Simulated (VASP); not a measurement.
Al, 4 atoms in the cell. Symmetry: P6_3/mmc, No. 194, hexagonal system. Conventional cell: a = 2.827 Å, b = 2.827 Å, c = 9.186 Å, α = 90.00°, β = 90.00°, γ = 120.00°. Al (site symmetry -3m) has 12 Al at 2.82 to 2.83 Å within 3.7 Å. Al (site symmetry -6m2) has 12 Al at 2.82 to 2.83 Å within 3.7 Å. 

- Program: VASP 6.6.1
- Task: single point
- Functional: LDA
- Potentials or basis: VASP PAW LDA potentials, release 64 (Al)
- Cutoff: 520 eV
- k mesh: 9 × 9 × 3
- Occupations: fermi-dirac, width 0.15 eV
- Spin: no spin polarisation
- Dipole correction: no
- Further INCAR settings: ALGO = Normal; EDIFF = 1e-07; NBANDS = 14

Potentials or basis: VASP PAW LDA potentials, release 64 (Al).

Launch:

```sh
$ cat potpaw_LDA.64/Al/POTCAR > POTCAR
$ mpirun -np 1 vasp_std > vasp.out
```

Hardware: 1 thread of Intel(R) Xeon(R) 6975P-C (Granite Rapids), with other jobs on the host.

Problem. Estimate the wall time of this run.

Solution. It took 6.1 s on 1 thread of Intel(R) Xeon(R) 6975P-C (Granite Rapids), with other jobs on the host, peak memory 0.15 GiB. Counts: scf iterations 11, k points 24.
